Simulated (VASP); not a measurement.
# Bi (Im-3m) in VASP: a series of runs, part 2 of 3

VASP 6.6.1. Earlier steps stand in the parts before.

### Step 3. Single point, PBE (volume scaled by 0.84)

File INCAR:

```
SYSTEM = Bi
PREC = Accurate
ENCUT = 520
EDIFF = 1E-6
ISMEAR = -1
SIGMA = 0.08
LREAL = .False.
LASPH = .True.
NELM = 80
ALGO = Normal
ISIF = 2
LWAVE = .False.
LCHARG = .False.
GGA = PE
NBANDS = 14
```

File KPOINTS:

```
Automatic mesh
0
Gamma
  13 13 13
  0 0 0
```

File POSCAR:

```
Bi
1.0
   -1.8808570757      1.8808570757      1.8808570757
    1.8808570757     -1.8808570757      1.8808570757
    1.8808570757      1.8808570757     -1.8808570757
Bi
1
Direct
    0.0000000000      0.0000000000      0.0000000000
```

Potentials or basis: VASP PAW PBE potentials, release 64 (Bi_d).

The run is started by

```sh
$ cat potpaw_PBE.64/Bi_d/POTCAR > POTCAR
$ mpirun -np 1 vasp_std > vasp.out
```

OUTCAR:

```text
SYSTEM = Bi
   PREC = Accurate
   ENCUT = 520
   EDIFF = 1E-6
   ISMEAR = -1
   LREAL = .False.
   LASPH = .True.
   NELM = 80
   ISIF = 2
   GGA = PE

 ion  position               nearest neighbor table
   1  0.000  0.000  0.000-

  LATTYP: Found a body centered cubic cell.
 ALAT       =     3.7617141514

  Lattice vectors:

 A1 = (  -1.8808570757,   1.8808570757,   1.8808570757)
 A2 = (   1.8808570757,  -1.8808570757,   1.8808570757)
 A3 = (   1.8808570757,   1.8808570757,  -1.8808570757)

Analysis of symmetry for initial positions (statically):
=====================================================================
 Subroutine PRICEL returns:
 Original cell was already a primitive cell.

 Routine SETGRP: Setting up the symmetry group for a
 body centered cubic supercell.

 Subroutine GETGRP returns: Found 48 space group operations
 (whereof 48 operations were pure point group operations)
 out of a pool of 48 trial point group operations.

The static configuration has the point symmetry O_h .

Analysis of symmetry for dynamics (positions and initial velocities):
=====================================================================
 Subroutine PRICEL returns:
 Original cell was already a primitive cell.

 Routine SETGRP: Setting up the symmetry group for a
 body centered cubic supercell.

 Subroutine GETGRP returns: Found 48 space group operations
 (whereof 48 operations were pure point group operations)
 out of a pool of 48 trial point group operations.

The dynamic configuration has the point symmetry O_h .

 Subroutine INISYM returns: Found 48 space group operations
 (whereof 48 operations are pure point group operations),
 and found     1 'primitive' translations

----------------------------------------------------------------------------------------

                                     Primitive cell

  volume of cell :      26.6151

  direct lattice vectors                    reciprocal lattice vectors
    -1.880857076  1.880857076  1.880857076     0.000000000  0.265836254  0.265836254
     1.880857076 -1.880857076  1.880857076     0.265836254  0.000000000  0.265836254
     1.880857076  1.880857076 -1.880857076     0.265836254  0.265836254  0.000000000

  length of vectors
     3.257740017  3.257740017  3.257740017     0.375949236  0.375949236  0.375949236

  position of ions in fractional coordinates (direct lattice)
     0.000000000  0.000000000  0.000000000

  ion indices of the primitive-cell ions
   primitive index   ion index
                 1           1

----------------------------------------------------------------------------------------

 KPOINTS: Automatic mesh

Automatic generation of k-mesh.
 Grid dimensions read from file:
 generate k-points for:   13   13   13

 Generating k-lattice:

  Cartesian coordinates                     Fractional coordinates (reciprocal lattice)
     0.000000000  0.020448943  0.020448943     0.076923077  0.000000000  0.000000000
     0.020448943  0.000000000  0.020448943     0.000000000  0.076923077  0.000000000
     0.020448943  0.020448943  0.000000000     0.000000000  0.000000000  0.076923077

  Length of vectors
     0.028919172  0.028919172  0.028919172

  Shift w.r.t. Gamma in fractional coordinates (k-lattice)
     0.000000000  0.000000000  0.000000000

 Subroutine IBZKPT returns following result:
 ===========================================

 Found     84 irreducible k-points:

 Following reciprocal coordinates:
            Coordinates               Weight
  0.000000  0.000000  0.000000      1.000000
  0.076923  0.000000  0.000000     12.000000
  0.153846  0.000000  0.000000     12.000000
  0.230769  0.000000  0.000000     12.000000
  0.307692  0.000000  0.000000     12.000000
  0.384615  0.000000  0.000000     12.000000
[... 16 lines left out ...]
  0.153846  0.076923  0.076923     24.000000
  0.230769  0.076923  0.076923     24.000000
 [... further k-points ...]
   k-points           NKPTS =     84   k-points in BZ     NKDIM =     84   number of bands    NBANDS=     14
   number of dos      NEDOS =    301   number of ions     NIONS =      1
   total plane-waves  NPLWV =  13824
   dimension x,y,z NGX =    24 NGY =   24 NGZ =   24
   dimension x,y,z NGXF=    48 NGYF=   48 NGZF=   48
   ions per type =               1
   NGX,Y,Z   is equivalent  to a cutoff of  12.25, 12.25, 12.25 a.u.
   NGXF,Y,Z  is equivalent  to a cutoff of  24.49, 24.49, 24.49 a.u.
 SYSTEM =  Bi
   PREC   = accura    normal or accurate (medium, high low for compatibility)
   ISTART =      0    job   : 0-new  1-cont  2-samecut
   ICHARG =      2    charge: 1-file 2-atom 10-const
   ISPIN  =      1    spin polarized calculation?
   LNONCOLLINEAR =      F non collinear calculations
   LSORBIT =      F    spin-orbit coupling
   LASPH  =      T    aspherical Exc in radial PAW
   ENCUT  =  520.0 eV  38.22 Ry    6.18 a.u.   6.06  6.06  6.06*2*pi/ulx,y,z
   NELM   =     80;   NELMIN=  2; NELMDL= -5     # of ELM steps
   EDIFF  = 0.1E-05   stopping-criterion for ELM
   LREAL  =      F    real-space projection
   EDIFFG = 0.1E-04   stopping-criterion for IOM
   NSW    =      0    number of steps for IOM
   IBRION =     -1    ionic relax: 0-MD 1-quasi-New 2-CG
   NFREE  =      0    steps in history (QN), initial steepest desc. (CG)
   ISIF   =      2    stress and relaxation
   ISYM   =      2    0-nonsym 1-usesym 2-fastsym
   POTIM  = 0.5000    time-step for ionic-motion
   TEBEG  =    0.0;   TEEND  =   0.0 temperature during run
   PSTRESS=    0.0 pullay stress
   NELECT =      15.0000    total number of electrons
   NUPDOWN=      -1.0000    fix difference up-down
   EMIN   =  10.00;   EMAX   =-10.00  energy-range for DOS
   EFERMI =   0.00;   METHOD = LEGACY
   ISMEAR =    -1;   SIGMA  =   0.08  broadening in eV -4-tet -1-fermi 0-gaus
   EFERMI_NEDOS =   21; number of points for ismear=-14 and -15
   IALGO  =     38    algorithm
   IMIX   =      4    mixing-type and parameters
     AMIX     =   0.40;   BMIX     =  1.00
     AMIX_MAG =   1.60;   BMIX_MAG =  1.00
  volume/ion in A,a.u.               =      26.62       179.61
  Fermi-wavevector in a.u.,A,eV,Ry     =   1.352268  2.555416 24.880007  1.828629
  Thomas-Fermi vector in A             =   2.479621
   LORBIT       =      0    0 simple, 1 ext, 2 COOP (PROOUT), +10 PAW based schemes
   GGA     = PE    functional components
   LHFCALC =     F    Hartree Fock is set to
   AEXX    =    0.0000 exact exchange contribution
   IVDW    =     0    specifies the selected vdW correction
   LEPSILON=     F    determine dielectric tensor
   LRPA    =     F    only Hartree local field effects (RPA)
 non-spin polarized calculation
  energy-cutoff  :      520.00
  volume of cell :       26.62
 maximum number of plane-waves:       728
   NGX = 13   NGY = 13   NGZ = 13

 number of electron      14.9999993 magnetization

 Free energy of the ion-electron system (eV)
  ---------------------------------------------------
  ext. energy  EPLUGINS =         0.00000000
  ---------------------------------------------------
  free energy    TOTEN  =        -3.58383847 eV

  energy without entropy =       -3.56737337  energy(sigma->0) =       -3.57560592

 E-fermi :   9.9881     XC(G=0): -11.0615

 val. band max:        9.9791522168   @ k =   0.2308   0.1538   0.0769
 cond. band min:       9.9998831732   @ k =  -0.3846   0.3846   0.2308
 fundamental gap:      0.0207309563
 Fermi energy:         9.9880894036

 k-point     1 :       0.0000    0.0000    0.0000
  band No.  band energies     occupation
      1     -13.1820      2.00000
      2     -13.1820      2.00000
      3     -13.1820      2.00000
      4     -12.9688      2.00000
      5     -12.9688      2.00000
      6      -4.7049      2.00000
      7      16.3776      0.00000
      8      16.3776      0.00000
      9      16.3776      0.00000
     10      20.4860      0.00000
     11      20.4860      0.00000
     12      20.4860      0.00000
     13      21.3797      0.00000
     14      22.7858      0.00000
[... 375 lines left out ...]
 k-point    24 :       0.2308    0.0769    0.0769
  band No.  band energies     occupation
      1     -13.2158      2.00000
      2     -13.1511      2.00000
      3     -12.9949      2.00000
      4     -12.9778      2.00000
      5     -12.9422      2.00000
      6      -2.4466      2.00000
      7       7.5975      2.00000
      8      11.5705      0.00000
      9      12.9740      0.00000
     10      19.3405      0.00000
     11      20.3556      0.00000
     12      21.9684      0.00000
     13      23.6151      0.00000
     14      26.0148      0.00000

 [... further k-points ...]

------------------------ aborting loop because EDIFF is reached ----------------------------------------

  FORCE on cell =-STRESS in cart. coord.  units (eV):
  Direction    XX          YY          ZZ          XY          YZ          ZX
  --------------------------------------------------------------------------------------
  -------------------------------------------------------------------------------------
  Total        2.2179619      2.2179619      2.2179619      0.0000000     -0.0000000      0.0000000
  in kB      133.5172201    133.5172201    133.5172201      0.0000000     -0.0000000      0.0000000
  external PRESSURE =     133.5172201 kB  Pullay stress =       0.0000000 kB

 VOLUME and BASIS-vectors are now :
 -----------------------------------------------------------------------------
  energy-cutoff  :      520.00
  volume of cell :       26.62
      direct lattice vectors                 reciprocal lattice vectors
    -1.880857076  1.880857076  1.880857076     0.000000000  0.265836254  0.265836254
     1.880857076 -1.880857076  1.880857076     0.265836254  0.000000000  0.265836254
     1.880857076  1.880857076 -1.880857076     0.265836254  0.265836254  0.000000000

 POSITION                                       TOTAL-FORCE (eV/Angst)
 -----------------------------------------------------------------------------------
      0.00000      0.00000      0.00000        -0.000000      0.000000      0.000000
 -----------------------------------------------------------------------------------
    total drift:                                0.000000      0.000000     -0.000000

  FREE ENERGIE OF THE ION-ELECTRON SYSTEM (eV)
  ---------------------------------------------------
  free  energy   TOTEN  =        -3.5838384656 eV

  energy  without entropy=       -3.5673733667  energy(sigma->0) =       -3.57560592
```

OSZICAR:

```text
N       E                     dE             d eps       ncg     rms          rms(c)
DAV:   1     0.110560107784E+03    0.11056E+03   -0.76002E+03  2384   0.128E+03
DAV:   2     0.239972204401E+01   -0.10816E+03   -0.10467E+03  2532   0.339E+02
DAV:   3    -0.346046589352E+01   -0.58602E+01   -0.58407E+01  3046   0.764E+01
DAV:   4    -0.358509806950E+01   -0.12463E+00   -0.12460E+00  2940   0.117E+01
DAV:   5    -0.359039323861E+01   -0.52952E-02   -0.52951E-02  3352   0.221E+00    0.515E-01
DAV:   6    -0.358548814493E+01    0.49051E-02   -0.61362E-03  3248   0.116E+00    0.289E-01
DAV:   7    -0.358384523315E+01    0.16429E-02   -0.37534E-03  3150   0.937E-01    0.731E-02
DAV:   8    -0.358384680596E+01   -0.15728E-05   -0.42289E-04  3090   0.290E-01    0.778E-03
DAV:   9    -0.358384124085E+01    0.55651E-05   -0.97011E-06  3232   0.457E-02    0.418E-03
DAV:  10    -0.358383844134E+01    0.27995E-05   -0.10465E-06  2316   0.136E-02    0.593E-04
DAV:  11    -0.358383846555E+01   -0.24211E-07   -0.23078E-07  1788   0.768E-03
   1 F= -.35838385E+01 E0= -.35756059E+01  d E =-.164651E-01
```

Wall time 31 s (1 thread of Intel Xeon 8259CL, shared host); peak memory 0.15 GiB.

What came out:

```yaml
Free_energy: -3.5838 eV
Pressure: 13.4 GPa
```

Levels at points of the mesh, in eV from the Fermi level:
| k point | band 3 | band 4 | band 5 | band 6 | band 7 | band 8 | band 9 | band 10 | band 11 | band 12 |
| --- | --- | --- | --- | --- | --- | --- | --- | --- | --- | --- |
| (0.00, 0.00, 0.00) | -23.17 | -22.96 | -22.96 | -14.69 | 6.39 | 6.39 | 6.39 | 10.50 | 10.50 | 10.50 |

Caveat: spin-orbit coupling is left out, which moves the levels of the heavy elements.

(Continued in part 3 of 3.)
